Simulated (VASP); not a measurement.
Set up this calculation in VASP 6.6.1, as the native input.

```yaml
Task: single point
Functional: PBEsol
Dispersion: D3(BJ)
Potentials_or_basis: VASP PAW PBE potentials, release 64 (Te, Cd)
Cutoff: 520 eV
k_mesh: 7 × 7 × 7
Occupations: fermi-dirac, width 0.05 eV
Spin: no spin polarisation
Dipole_correction: no
Further_INCAR_settings: ALGO = Normal; EDIFF = 1e-07; NBANDS = 16
```

The structure of CdTe lies in POSCAR:

```
CdTe
1.0
    0.0000000000      3.2050000000      3.2050000000
    3.2050000000      0.0000000000      3.2050000000
    3.2050000000      3.2050000000      0.0000000000
Te Cd
1 1
Direct
    0.7500000000      0.7500000000      0.7500000000
    0.0000000000      0.0000000000      0.0000000000
```

The input as run:

INCAR

```
SYSTEM = CdTe
ALGO = Normal
EDIFF = 1E-7
ENCUT = 520
GGA = PS
ISIF = 2
ISMEAR = -1
IVDW = 12
LASPH = .TRUE.
LCHARG = .FALSE.
LREAL = .FALSE.
LWAVE = .FALSE.
NBANDS = 16
NELM = 80
PREC = Accurate
SIGMA = 0.05
```

KPOINTS

```
k-points
0
G
  7 7 7
  0 0 0
```

Potentials or basis: VASP PAW PBE potentials, release 64 (Te, Cd).

The run is started by

```console
$ cat potpaw_PBE.64/Te/POTCAR potpaw_PBE.64/Cd/POTCAR > POTCAR
$ mpirun -np 1 vasp_std > vasp.out
```

It gave:

* Pressure: 0.2 GPa
* Band gap on the k mesh: 0.76 eV, direct
* Dispersion energy per atom: -0.347 eV

Caveat: the PAW data sets were made with another functional, which shifts forces and pressure a little; spin-orbit coupling is left out, which moves the levels of the heavy elements.

It took 35 s on 1 thread of AMD EPYC 7R43 64-Core Processor (Zen 3), with other jobs on the host, peak memory 0.18 GiB.
